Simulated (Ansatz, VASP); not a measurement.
**Two plane-wave programs on Os**

```
Os
1.0
     2.80117    0.00000    0.00000
    -1.40059    2.42589    0.00000
     0.00000    0.00000    4.41650
Os
2
Direct
  0.33333 0.66667 0.25000
  0.66667 0.33333 0.75000
```

Alike in both runs: task single point; functional PBEsol; k mesh 22 × 22 × 12; occupations fermi-dirac, width 0.1 eV; no spin polarisation.

|  | VASP | Ansatz |
| --- | --- | --- |
| version | VASP 6.6.1 | Ansatz 0.2.0 |
| potentials or method | VASP PAW PBE potentials, release 64 (Os), cutoff 520 eV | plane waves (420 eV) with PAW, scalar-relativistic |
| valence electrons in the cell | 16 | 32 |

|  | VASP | Ansatz | Ansatz less VASP |
| --- | --- | --- | --- |
| pressure (GPa) | -27.8 | -27.6 | +0.21 |
| traceless stress, the component that is largest in VASP (GPa) | -0.85 | -0.81 | +0.043 |

VASP's potentials were made for PBE, not for PBEsol, and Ansatz warns of the same on its side. VASP's potentials hold 16 valence electrons a cell and Ansatz's 32, so a difference there can come from the potentials and not from the codes.

Neither program's run includes spin-orbit coupling.
